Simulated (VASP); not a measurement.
YSe, 2 atoms in the cell. Symmetry: I4/mmm, No. 139, tetragonal system. Conventional cell: a = 4.228 Å, b = 4.228 Å, c = 6.210 Å, α = 90.00°, β = 90.00°, γ = 90.00°. Y (site symmetry 4/mmm) has 6 Se at 2.99 to 3.10 Å within 3.9 Å. Within 3.9 Å of Se (site symmetry 4/mmm) lie 6 Y at 2.99 to 3.10 Å.  This cell differs from its parent crystal: strain +0.040 along x and y, +0.080 along z.

| Item | Value |
| --- | --- |
| Program | VASP 6.6.1 |
| Task | single point |
| Functional | r2SCAN |
| Potentials or basis | VASP PAW PBE potentials, release 64 (Y_sv, Se) |
| Cutoff | 520 eV |
| k mesh | 14 × 14 × 14 |
| Occupations | gaussian, width 0.15 eV |
| Spin | no spin polarisation |
| Dipole correction | no |
| Further INCAR settings | ALGO = Normal; EDIFF = 1e-07; NBANDS = 16 |

Potentials or basis: VASP PAW PBE potentials, release 64 (Y_sv, Se).

Launch:

```console
$ cat potpaw_PBE.64/Y_sv/POTCAR potpaw_PBE.64/Se/POTCAR > POTCAR
$ cp INCAR.step1 INCAR
$ mpirun -np 1 vasp_std > vasp.out
$ cp INCAR.step2 INCAR
$ mpirun -np 1 vasp_std > vasp.out
```

Hardware: 1 thread of Intel(R) Xeon(R) 6975P-C (Granite Rapids), on a shared host.

Q: Estimate the wall time of this run.

A: Wall time 4.3 min on 1 thread of Intel(R) Xeon(R) 6975P-C (Granite Rapids) (shared host), peak memory 0.38 GiB. Counts: k points 244.
